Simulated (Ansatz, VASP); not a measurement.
# One calculation of TaN, two programs

Contents of INCAR:

```
SYSTEM = TaN
PREC = Accurate
ENCUT = 520
EDIFF = 1E-7
ISMEAR = -1
SIGMA = 0.01
LREAL = .False.
LASPH = .True.
NELM = 60
ALGO = Normal
ISIF = 2
LWAVE = .False.
LCHARG = .True.
GGA = PE
LELF = .True.
LVHAR = .True.
NBANDS = 33
```

KPOINTS

```
Automatic mesh
0
Gamma
  6 6 9
  0 0 0
```

File POSCAR:

```
TaN
1.0
    5.0899302701      0.0000000000      0.0000000000
   -2.5449651350      4.4080089174      0.0000000000
    0.0000000000      0.0000000000      2.8515751625
Ta N
3 3
Direct
    0.3333333333      0.6666666667      0.5000000000
    0.6666666667      0.3333333333      0.5000000000
    0.0000000000      0.0000000000      0.0000000000
    0.3928500000      0.0000000000      0.0000000000
    0.6071500000      0.6071500000      0.0000000000
    0.0000000000      0.3928500000      0.0000000000
```

Input for Ansatz:

```yaml
crystal:
  lattice:
    - [5.0899302701, 0.0, 0.0]
    - [-2.544965135, 4.4080089174, 0.0]
    - [0.0, 0.0, 2.8515751625]
  atoms:
    - { symbol: Ta, position: [0.3333333333, 0.6666666667, 0.5] }
    - { symbol: Ta, position: [0.6666666667, 0.3333333333, 0.5] }
    - { symbol: Ta, position: [0.0, 0.0, 0.0] }
    - { symbol: "N", position: [0.39285, 0.0, 0.0] }
    - { symbol: "N", position: [0.60715, 0.60715, 0.0] }
    - { symbol: "N", position: [0.0, 0.39285, 0.0] }
kpoints:
  mp_grid: { grid: [6, 6, 9] }
  band_path:
    path:
      - [0.0, 0.0, 0.0]
      - [0.5, 0.0, 0.0]
      - [0.3333333333, 0.3333333333, 0.0]
      - [0.0, 0.0, 0.0]
      - [0.0, 0.0, 0.5]
      - [0.5, 0.0, 0.5]
      - [0.3333333333, 0.3333333333, 0.5]
      - [0.0, 0.0, 0.5]
      - [0.5, 0.0, 0.5]
    npoints: 5
scf:
  occupations: { method: fermi_dirac, width: 0.01 }
hamiltonian:
  xc: pbe
  pseudopotentials: { kind: all_electron, lapw: { basis_error: 0.001 } }
output:
  forces: true
  stress: true
  eigenvalues: true
```

Change from the starting cell: volume scaled by 0.94.

Alike in both runs: task single point; functional PBE; k mesh 6 × 6 × 9; occupations fermi-dirac, width 0.01 eV; no spin polarisation.

|  | VASP | Ansatz |
| --- | --- | --- |
| version | VASP 6.6.1 | Ansatz 0.2.0 |
| potentials or method | VASP PAW PBE potentials, release 64 (Ta_pv, N), cutoff 520 eV | all-electron LAPW, scalar-relativistic |

|  | VASP | Ansatz | Ansatz less VASP |
| --- | --- | --- | --- |
| pressure (GPa) | 29.5 | 28.3 | -1.22 |
| traceless stress, the component that is largest in VASP (GPa) | 0.74 | 0.91 | +0.171 |
| rms of the force components (eV/Å) | 0.141 | 0.128 | -0.0132 |

Atom by atom the forces differ by 0.013 eV/Å (rms over components). Both programs put the cell under a high pressure, so it lies far from rest at this level. Ansatz ran all-electron here, and VASP with PAW potentials.

Neither program's run includes spin-orbit coupling.
